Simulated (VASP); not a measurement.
# Co3O4 (Fd-3m) in VASP: further runs, part 2 of 2

VASP 6.6.1. The steps go on from the part before.

## 3. Single point, PBEsol, collinear spin (8.82 Å³/atom)

This run uses another cell than the first one, of 8.82 Å³/atom.

File INCAR:

```
  PREC = Accurate
  ENCUT = 520
  EDIFF = 1E-6
  ISMEAR = 0
  SIGMA = 0.01
  LREAL = False
  LASPH = True
  NELM = 150
  ALGO = Normal
  ISIF = 2
  LWAVE = False
  LCHARG = False
  ISPIN = 2
  MAGMOM = 0.13 0.13 0.13 0.13 2.31 2.31 0 0 0 0 0 0 0 0
  LORBIT = 11
  LMAXMIX = 4
  GGA = PS
  NBANDS = 68
```

File KPOINTS:

```
regular mesh
0
Gamma
  8 8 8
```

File POSCAR:

```
Co3O4
1.0
    0.0000000000      3.9516906279      3.9516906279
    3.9516906279      0.0000000000      3.9516906279
    3.9516906279      3.9516906279      0.0000000000
Co O
6 8
Direct
    0.6250000000      0.6250000000      0.6250000000
    0.1250000000      0.6250000000      0.6250000000
    0.6250000000      0.6250000000      0.1250000000
    0.6250000000      0.1250000000      0.6250000000
    0.0000000000      0.0000000000      0.0000000000
    0.2500000000      0.2500000000      0.2500000000
    0.3870005592      0.3870005592      0.3870005592
    0.4110016776      0.8629994408      0.8629994408
    0.3870005592      0.3870005592      0.8389983224
    0.8629994408      0.4110016776      0.8629994408
    0.8389983224      0.3870005592      0.3870005592
    0.8629994408      0.8629994408      0.8629994408
    0.3870005592      0.8389983224      0.3870005592
    0.8629994408      0.8629994408      0.4110016776
```

Potentials or basis: VASP PAW PBE potentials, release 64 (Co, O).

Run with:

```sh
cat potpaw_PBE.64/Co/POTCAR potpaw_PBE.64/O/POTCAR > POTCAR
mpirun -np 1 vasp_std > vasp.out
```

OUTCAR:

```text
PREC = Accurate
   ENCUT = 520
   EDIFF = 1E-6
   ISMEAR = 0
   LREAL = False
   LASPH = True
   NELM = 150
   ISIF = 2
   ISPIN = 2
   LORBIT = 11
   GGA = PS

 ion  position               nearest neighbor table
   1  0.625  0.625  0.625-   9 1.89  14 1.89  10 1.89  11 1.89  13 1.89   8 1.89   2 2.79   3 2.79
                             4 2.79   3 2.79   4 2.79   2 2.79
   2  0.125  0.625  0.625-  10 1.89  13 1.89   9 1.89  14 1.89   7 1.89  12 1.89   1 2.79   3 2.79
                             4 2.79   1 2.79   3 2.79   4 2.79
   3  0.625  0.625  0.125-   8 1.89  10 1.89  11 1.89  13 1.89  12 1.89   7 1.89   1 2.79   1 2.79
                             2 2.79   4 2.79   4 2.79   2 2.79
   4  0.625  0.125  0.625-   8 1.89  11 1.89   9 1.89  14 1.89  12 1.89   7 1.89   1 2.79   3 2.79
                             1 2.79   2 2.79   3 2.79   2 2.79
   5  0.000  0.000  0.000-  12 1.88  10 1.88   8 1.88  14 1.88
   6  0.250  0.250  0.250-   7 1.88   9 1.88  11 1.88  13 1.88
   7  0.387  0.387  0.387-   6 1.88   3 1.89   4 1.89   2 1.89
   8  0.411  0.863  0.863-   5 1.88   4 1.89   3 1.89   1 1.89
   9  0.387  0.387  0.839-   6 1.88   4 1.89   2 1.89   1 1.89
  10  0.863  0.411  0.863-   5 1.88   2 1.89   3 1.89   1 1.89
  11  0.839  0.387  0.387-   6 1.88   4 1.89   3 1.89   1 1.89
  12  0.863  0.863  0.863-   5 1.88   3 1.89   4 1.89   2 1.89
  13  0.387  0.839  0.387-   6 1.88   2 1.89   3 1.89   1 1.89
  14  0.863  0.863  0.411-   5 1.88   4 1.89   2 1.89   1 1.89

  LATTYP: Found a face centered cubic cell.
 ALAT       =     7.9033812558

  Lattice vectors:

 A1 = (   0.0000000000,   3.9516906279,   3.9516906279)
 A2 = (   3.9516906279,   0.0000000000,   3.9516906279)
 A3 = (   3.9516906279,   3.9516906279,   0.0000000000)

Analysis of symmetry for initial positions (statically):
=====================================================================
 Subroutine PRICEL returns:
 Original cell was already a primitive cell.

 Routine SETGRP: Setting up the symmetry group for a
 face centered cubic supercell.

 Subroutine GETGRP returns: Found 48 space group operations
 (whereof 24 operations were pure point group operations)
[... 3397 lines left out ...]
  Total        5.8421604      5.8421604      5.8421604      0.0000000      0.0000000      0.0000000
  in kB       75.8412096     75.8412096     75.8412096      0.0000000      0.0000000      0.0000000
  external PRESSURE =      75.8412096 kB  Pullay stress =       0.0000000 kB

 VOLUME and BASIS-vectors are now :
 -----------------------------------------------------------------------------
  energy-cutoff  :      520.00
  volume of cell :      123.42
      direct lattice vectors                 reciprocal lattice vectors
     0.000000000  3.951690628  3.951690628    -0.126528124  0.126528124  0.126528124
     3.951690628  0.000000000  3.951690628     0.126528124 -0.126528124  0.126528124
     3.951690628  3.951690628  0.000000000     0.126528124  0.126528124 -0.126528124

 POSITION                                       TOTAL-FORCE (eV/Angst)
 -----------------------------------------------------------------------------------
      4.93961      4.93961      4.93961        -0.000000      0.000000      0.000000
      4.93961      2.96377      2.96377        -0.000000      0.000000      0.000000
      2.96377      2.96377      4.93961        -0.000000      0.000000      0.000000
      2.96377      4.93961      2.96377        -0.000000      0.000000      0.000000
      0.00000      0.00000      0.00000        -0.000000      0.000000      0.000000
      1.97585      1.97585      1.97585        -0.000000      0.000000      0.000000
      3.05861      3.05861      3.05861        -0.018166     -0.018166     -0.018166
      6.82061      5.03446      5.03446         0.018166     -0.018166     -0.018166
      4.84477      4.84477      3.05861         0.018166      0.018166     -0.018166
      5.03446      6.82061      5.03446        -0.018166      0.018166     -0.018166
      3.05861      4.84477      4.84477        -0.018166      0.018166      0.018166
      6.82061      6.82061      6.82061         0.018166      0.018166      0.018166
      4.84477      3.05861      4.84477         0.018166     -0.018166      0.018166
      5.03446      5.03446      6.82061        -0.018166     -0.018166      0.018166
 -----------------------------------------------------------------------------------
    total drift:                                0.000000      0.000000      0.000000

  FREE ENERGIE OF THE ION-ELECTRON SYSTEM (eV)
  ---------------------------------------------------
  free  energy   TOTEN  =      -102.9577535494 eV

  energy  without entropy=     -102.9577535494  energy(sigma->0) =     -102.95775355

 total charge

# of ion       s       p       d       tot
------------------------------------------
    1        0.446   0.705   7.397   8.548
    2        0.446   0.705   7.397   8.548
    3        0.446   0.705   7.397   8.548
    4        0.446   0.705   7.397   8.548
    5        0.401   0.538   7.248   8.187
    6        0.401   0.538   7.248   8.187
    7        1.556   3.457   0.000   5.013
    8        1.556   3.457   0.000   5.013
    9        1.556   3.457   0.000   5.013
   10        1.556   3.457   0.000   5.013
   11        1.556   3.457   0.000   5.013
   12        1.556   3.457   0.000   5.013
   13        1.556   3.457   0.000   5.013
   14        1.556   3.457   0.000   5.013
--------------------------------------------------
tot         15.035  31.552  44.084  90.670

 magnetization (x)

# of ion       s       p       d       tot
------------------------------------------
    1        0.006   0.012   0.132   0.150
    2        0.006   0.012   0.132   0.150
    3        0.006   0.012   0.132   0.150
    4        0.006   0.012   0.132   0.150
    5        0.009   0.074   2.164   2.247
    6        0.009   0.074   2.164   2.247
    7        0.006   0.074   0.000   0.080
    8        0.006   0.074   0.000   0.080
    9        0.006   0.074   0.000   0.080
   10        0.006   0.074   0.000   0.080
   11        0.006   0.074   0.000   0.080
   12        0.006   0.074   0.000   0.080
   13        0.006   0.074   0.000   0.080
   14        0.006   0.074   0.000   0.080
--------------------------------------------------
tot          0.091   0.788   4.857   5.737
```

OSZICAR:

```text
N       E                     dE             d eps       ncg     rms          rms(c)
DAV:   1     0.124069401656E+04    0.12407E+04   -0.45492E+04  7888   0.188E+03
DAV:   2     0.104968253902E+03   -0.11357E+04   -0.10410E+04  8136   0.488E+02
DAV:   3    -0.108555986072E+03   -0.21352E+03   -0.19698E+03  8524   0.227E+02
[... 13 lines left out ...]
DAV:  17    -0.102957767501E+03    0.22471E-03   -0.19304E-03 10708   0.357E-01    0.142E-01
DAV:  18    -0.102957803001E+03   -0.35501E-04   -0.23850E-04  8700   0.114E-01    0.102E-01
DAV:  19    -0.102957749740E+03    0.53262E-04   -0.23098E-05 11656   0.991E-02    0.590E-02
DAV:  20    -0.102957753549E+03   -0.38099E-05   -0.10662E-05  9672   0.389E-02    0.231E-02
DAV:  21    -0.102957753549E+03    0.61846E-10   -0.21649E-06  6816   0.263E-02
   1 F= -.10295775E+03 E0= -.10295775E+03  d E =-.516797E-14  mag=     5.9992
```

Wall time 25 min (1 thread of Oxide Virtual Turin-like, shared host); peak memory 0.48 GiB.

What came out:

- Free energy: -102.9578 eV
- Pressure: 7.6 GPa
- Largest force: 0.031 eV/Å
- Band gap on the k mesh: 0.10 eV (least direct gap 0.24 eV)
- Net moment: 6.00 μB per cell
- Site moments: Co +0.15, +2.25 (each value once); O +0.08 μB
- Valence electrons inside the program's atomic spheres: Co 8.55, 8.19 (each value once); O 5.01

Forces in eV/Å, atoms in the order of the input:
```
Co   0.000  0.000  0.000
Co   0.000  0.000  0.000
Co   0.000  0.000  0.000
Co   0.000  0.000  0.000
Co   0.000  0.000  0.000
Co   0.000  0.000  0.000
O   -0.018 -0.018 -0.018
O    0.018 -0.018 -0.018
O    0.018  0.018 -0.018
O   -0.018  0.018 -0.018
O   -0.018  0.018  0.018
O    0.018  0.018  0.018
O    0.018 -0.018  0.018
O   -0.018 -0.018  0.018
```

Caveat: the cell stands under pressure; the PAW data sets were made with another functional, which shifts forces and pressure a little.

## 4. Single point, PBEsol, collinear spin (9.63 Å³/atom)

This run uses another cell than the first one, of 9.63 Å³/atom.

File INCAR:

```
PREC = Accurate
ENCUT = 520
EDIFF = 1E-7
ISMEAR = 0
SIGMA = 0.01
LREAL = F
LASPH = T
NELM = 150
ALGO = Normal
ISIF = 2
LWAVE = F
LCHARG = F
ISPIN = 2
MAGMOM = 0.13 0.13 0.13 0.13 2.31 2.31 0 0 0 0 0 0 0 0
LORBIT = 11
LMAXMIX = 4
GGA = PS
NBANDS = 68
```

KPOINTS is that of step 3.

File POSCAR:

```
Co3O4
1.0
    0.0000000000      4.0703115032      4.0703115032
    4.0703115032      0.0000000000      4.0703115032
    4.0703115032      4.0703115032      0.0000000000
Co O
6 8
Direct
    0.6250000000      0.6250000000      0.6250000000
    0.1250000000      0.6250000000      0.6250000000
    0.6250000000      0.6250000000      0.1250000000
    0.6250000000      0.1250000000      0.6250000000
    0.0000000000      0.0000000000      0.0000000000
    0.2500000000      0.2500000000      0.2500000000
    0.3884001708      0.3884001708      0.3884001708
    0.4152005123      0.8615998292      0.8615998292
    0.3884001708      0.3884001708      0.8347994877
    0.8615998292      0.4152005123      0.8615998292
    0.8347994877      0.3884001708      0.3884001708
    0.8615998292      0.8615998292      0.8615998292
    0.3884001708      0.8347994877      0.3884001708
    0.8615998292      0.8615998292      0.4152005123
```

Potentials or basis: VASP PAW PBE potentials, release 64 (Co, O).

Run with:

```sh
cat potpaw_PBE.64/Co/POTCAR potpaw_PBE.64/O/POTCAR > POTCAR
mpirun -np 1 vasp_std > vasp.out
```

OUTCAR:

```text
PREC = Accurate
   ENCUT = 520
   EDIFF = 1E-7
   ISMEAR = 0
   LREAL = F
   LASPH = T
   NELM = 150
   ISIF = 2
   ISPIN = 2
   LORBIT = 11
   GGA = PS

 ion  position               nearest neighbor table
   1  0.625  0.625  0.625-   8 1.93   9 1.93  10 1.93  11 1.93  13 1.93  14 1.93   2 2.88   3 2.88
                             4 2.88   3 2.88   4 2.88   2 2.88
   2  0.125  0.625  0.625-   7 1.93  12 1.93  10 1.93   9 1.93  13 1.93  14 1.93   1 2.88   3 2.88
                             4 2.88   1 2.88   3 2.88   4 2.88
   3  0.625  0.625  0.125-   7 1.93  12 1.93  10 1.93  11 1.93   8 1.93  13 1.93   1 2.88   1 2.88
                             2 2.88   4 2.88   4 2.88   2 2.88
   4  0.625  0.125  0.625-   7 1.93  12 1.93   9 1.93  11 1.93   8 1.93  14 1.93   1 2.88   3 2.88
                             1 2.88   2 2.88   3 2.88   2 2.88
   5  0.000  0.000  0.000-   8 1.95  10 1.95  14 1.95  12 1.95
   6  0.250  0.250  0.250-   9 1.95  11 1.95  13 1.95   7 1.95
   7  0.388  0.388  0.388-   2 1.93   3 1.93   4 1.93   6 1.95
   8  0.415  0.862  0.862-   1 1.93   3 1.93   4 1.93   5 1.95
   9  0.388  0.388  0.835-   1 1.93   2 1.93   4 1.93   6 1.95
  10  0.862  0.415  0.862-   1 1.93   2 1.93   3 1.93   5 1.95
  11  0.835  0.388  0.388-   1 1.93   3 1.93   4 1.93   6 1.95
  12  0.862  0.862  0.862-   2 1.93   3 1.93   4 1.93   5 1.95
  13  0.388  0.835  0.388-   1 1.93   2 1.93   3 1.93   6 1.95
  14  0.862  0.862  0.415-   1 1.93   2 1.93   4 1.93   5 1.95

  LATTYP: Found a face centered cubic cell.
 ALAT       =     8.1406230064

  Lattice vectors:
[... 3434 lines left out ...]
      7.01396      5.19698      5.19698         0.012844     -0.012844     -0.012844
      4.97880      4.97880      3.16182         0.012844      0.012844     -0.012844
      5.19698      7.01396      5.19698        -0.012844      0.012844     -0.012844
      3.16182      4.97880      4.97880        -0.012844      0.012844      0.012844
      7.01396      7.01396      7.01396         0.012844      0.012844      0.012844
      4.97880      3.16182      4.97880         0.012844     -0.012844      0.012844
      5.19698      5.19698      7.01396        -0.012844     -0.012844      0.012844
 -----------------------------------------------------------------------------------
    total drift:                                0.000000      0.000000      0.000000

  FREE ENERGIE OF THE ION-ELECTRON SYSTEM (eV)
  ---------------------------------------------------
  free  energy   TOTEN  =      -102.7436687246 eV

  energy  without entropy=     -102.7436687246  energy(sigma->0) =     -102.74366872

 total charge

# of ion       s       p       d       tot
------------------------------------------
    1        0.408   0.612   7.303   8.323
    2        0.408   0.612   7.303   8.323
    3        0.408   0.612   7.303   8.323
    4        0.408   0.612   7.303   8.323
    5        0.352   0.426   7.165   7.944
    6        0.352   0.426   7.165   7.944
    7        1.554   3.407   0.000   4.962
    8        1.554   3.407   0.000   4.962
    9        1.554   3.407   0.000   4.962
   10        1.554   3.407   0.000   4.962
   11        1.554   3.407   0.000   4.962
   12        1.554   3.407   0.000   4.962
   13        1.554   3.407   0.000   4.962
   14        1.554   3.407   0.000   4.962
--------------------------------------------------
tot         14.773  30.559  43.543  88.875

 magnetization (x)

# of ion       s       p       d       tot
------------------------------------------
    1        0.005   0.009   0.107   0.121
    2        0.005   0.009   0.107   0.121
    3        0.005   0.009   0.107   0.121
    4        0.005   0.009   0.107   0.121
    5        0.010   0.057   2.266   2.332
    6        0.010   0.057   2.266   2.332
    7        0.006   0.070   0.000   0.075
    8        0.006   0.070   0.000   0.075
    9        0.006   0.070   0.000   0.075
   10        0.006   0.070   0.000   0.075
   11        0.006   0.070   0.000   0.075
   12        0.006   0.070   0.000   0.075
   13        0.006   0.070   0.000   0.075
   14        0.006   0.070   0.000   0.075
--------------------------------------------------
tot          0.084   0.708   4.958   5.750
```

OSZICAR:

```text
N       E                     dE             d eps       ncg     rms          rms(c)
DAV:   1     0.121492714432E+04    0.12149E+04   -0.45289E+04  7888   0.183E+03
DAV:   2     0.101883545612E+03   -0.11130E+04   -0.10211E+04  8196   0.475E+02
[... 14 lines left out ...]
DAV:  17    -0.102743662977E+03   -0.10189E-04   -0.43714E-04  8812   0.187E-01    0.132E-01
DAV:  18    -0.102743752917E+03   -0.89940E-04   -0.11848E-04 11936   0.106E-01    0.114E-01
DAV:  19    -0.102743680595E+03    0.72322E-04   -0.42504E-05 11212   0.121E-01    0.576E-02
DAV:  20    -0.102743674189E+03    0.64060E-05   -0.14565E-05 10616   0.275E-02    0.360E-02
DAV:  21    -0.102743669344E+03    0.48446E-05   -0.60688E-06 12848   0.328E-02    0.170E-02
DAV:  22    -0.102743668747E+03    0.59786E-06   -0.34216E-06 11576   0.207E-02    0.507E-03
DAV:  23    -0.102743668725E+03    0.21948E-07   -0.62448E-07  8624   0.608E-03
   1 F= -.10274367E+03 E0= -.10274367E+03  d E =-.752049E-27  mag=     6.0004
```

Wall time 29 min (1 thread of Oxide Virtual Turin-like, shared host); peak memory 0.59 GiB.

What came out:

* Free energy: -102.7437 eV
* Pressure: -12.3 GPa
* Largest force: 0.022 eV/Å
* Band gap on the k mesh: 0.15 eV (least direct gap 0.27 eV)
* Net moment: 6.00 μB per cell
* Site moments: Co +0.12, +2.33 (each value once); O +0.07 μB
* Valence electrons inside the program's atomic spheres: Co 8.32, 7.94 (each value once); O 4.96

Forces on the atoms (eV/Å):
```
Co   0.000  0.000  0.000
Co   0.000  0.000  0.000
Co   0.000  0.000  0.000
Co   0.000  0.000  0.000
Co   0.000  0.000  0.000
Co   0.000  0.000  0.000
O   -0.013 -0.013 -0.013
O    0.013 -0.013 -0.013
O    0.013  0.013 -0.013
O   -0.013  0.013 -0.013
O   -0.013  0.013  0.013
O    0.013  0.013  0.013
O    0.013 -0.013  0.013
O   -0.013 -0.013  0.013
```

Levels at points of the mesh, in eV from the valence-band top:
Spin up:
```csv
k point,band 50,band 51,band 52,band 53,band 54,band 55,band 56,band 57,band 58,band 59
"(0.00, 0.00, 0.00)",-0.72,-0.72,-0.53,-0.53,-0.53,1.51,1.51,1.51,1.65,1.65
"(0.50, 0.00, 0.00)",-0.53,-0.52,-0.43,-0.43,-0.30,1.06,1.28,1.28,1.29,1.29
"(0.50, 0.50, 0.00)",-0.46,-0.29,-0.29,-0.16,-0.16,0.65,0.65,0.99,0.99,1.46
```
Spin down:
```csv
k point,band 44,band 45,band 46,band 47,band 48,band 49,band 50,band 51,band 52,band 53
"(0.00, 0.00, 0.00)",-0.41,-0.41,-0.41,-0.22,-0.22,0.15,0.15,0.15,1.43,1.43
"(0.50, 0.00, 0.00)",-0.40,-0.40,-0.29,-0.11,-0.11,0.62,0.62,0.80,0.80,0.92
"(0.50, 0.50, 0.00)",-0.39,-0.28,-0.28,-0.09,-0.09,0.32,0.32,0.47,0.47,0.73
```

Caveat: the cell stands under tension; the PAW data sets were made with another functional, which shifts forces and pressure a little. A k mesh can miss the band edges.

## 5. The runs side by side

```tsv
cell	gap on the mesh (eV)	pressure (GPa)	moment (μB)	largest force (eV/Å)
a = 5.646 Å, angles 60.0°, 14 atoms, atomic positions A	0.12	-0.2	6.00	0.03
a = 5.589 Å, angles 60.0°, 14 atoms, atomic positions A	0.10	7.6	6.00	0.03
a = 5.756 Å, angles 60.0°, 14 atoms, atomic positions B	0.15	-12.3	6.00	0.02
```

Alike in all rows: task single point; level PBEsol; potentials or basis VASP PAW PBE potentials, release 64 (Co, O); spin collinear; k mesh 8 × 8 × 8; cutoff (eV) 520; smearing gaussian 0.01 eV.

Caveats: the PAW data sets were made with another functional, which shifts forces and pressure a little; the cell stands under pressure (at least some runs); the cell stands under tension (at least some runs).

Absolute energies hang on the potentials; compare differences alone.
